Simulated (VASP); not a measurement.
Wanted: the native input for a VASP 6.6.1 run.

```
Task                   : single point
Functional             : PBEsol
Potentials or basis    : VASP PAW PBE potentials, release 64 (Al, Ni)
Cutoff                 : 520 eV
k mesh                 : 8 × 8 × 8
Occupations            : gaussian, width 0.1 eV
Spin                   : no spin polarisation
Dipole correction      : no
Further INCAR settings : ALGO = Fast; EDIFF = 1e-07; NBANDS = 24
```

The structure of AlNi3 lies in POSCAR:

```
AlNi3
1.0
    0.0000000000      2.7983810497      2.7983810497
    2.7983810497      0.0000000000      2.7983810497
    2.7983810497      2.7983810497      0.0000000000
Al Ni
1 3
Direct
    0.5000000000      0.5000000000      0.5000000000
    0.2500000000      0.2500000000      0.2500000000
    0.0000000000      0.0000000000      0.0000000000
    0.7500000000      0.7500000000      0.7500000000
```

These files were run (other wordings do the same):

INCAR

```
PREC = Accurate
ENCUT = 520
EDIFF = 1E-7
ISMEAR = 0
SIGMA = 0.1
LREAL = F
LASPH = T
NELM = 80
ALGO = Fast
ISIF = 2
LWAVE = F
LCHARG = F
GGA = PS
NBANDS = 24
```

KPOINTS

```
regular mesh
0
Gamma
  8 8 8
```

Potentials or basis: VASP PAW PBE potentials, release 64 (Al, Ni).

Launch:

```bash
$ cat potpaw_PBE.64/Al/POTCAR potpaw_PBE.64/Ni/POTCAR > POTCAR
$ mpirun -np 1 vasp_std > vasp.out
```

Results of the run:

```json
{
  "Pressure": "0.1 GPa"
}
```

Caveat: the PAW data sets were made with another functional, which shifts forces and pressure a little.

It took 42 s on 1 thread of Intel(R) Xeon(R) Platinum 8259CL CPU @ 2.50GHz (Skylake/Cascade Lake), with other jobs on the host, peak memory 0.17 GiB.
